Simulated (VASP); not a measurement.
Here is a VASP 6.6.1 calculation.

The input INCAR:

```
SYSTEM = SiNi2
PREC = Accurate ; ENCUT = 600
EDIFF = 1E-6 ; ISMEAR = 0
SIGMA = 0.1 ; LREAL = .False.
LASPH = .True. ; NELM = 120
ALGO = Normal ; ISIF = 2
LWAVE = .False. ; LCHARG = .False.
GGA = PE ; IVDW = 12
NBANDS = 33 ; GGA_COMPAT = .False.
```

Contents of KPOINTS:

```
Automatic mesh
0
Gamma
  12 12 8
  0 0 0
```

POSCAR

```
SiNi2
1.0
    3.8707940265     -0.0000002913      0.0000000000
   -1.9353967610      3.3522061054      0.0000000000
    0.0000000000      0.0000000000      4.9167479346
Si Ni
2 4
Direct
    0.3333333333      0.6666666667      0.7500000000
    0.6666666667      0.3333333333      0.2500000000
    0.0000000000      0.0000000000      0.0000000000
    0.0000000000      0.0000000000      0.5000000000
    0.3333333333      0.6666666667      0.2500000000
    0.6666666667      0.3333333333      0.7500000000
```

Potentials or basis: VASP PAW PBE potentials, release 64 (Si, Ni).

The run is started by

```sh
$ cat potpaw_PBE.64/Si/POTCAR potpaw_PBE.64/Ni/POTCAR > POTCAR
$ mpirun -np 1 vasp_std > vasp.out
```

Q: Predict the dispersion energy per atom.

A: -0.510 eV.

Q: What does it give for the pressure?

A: -0.1 GPa.

Q: Estimate the band gap on the k mesh.

A: Zero (bands 24 and 25 overlap by 3.36 eV).

Stress tensor (GPa, compression positive):
```
-0.02  0.00  0.00
 0.00 -0.02  0.00
 0.00  0.00 -0.23
```

Spin polarisation is off, so any magnetic state and its effect on volume and gap are missing.
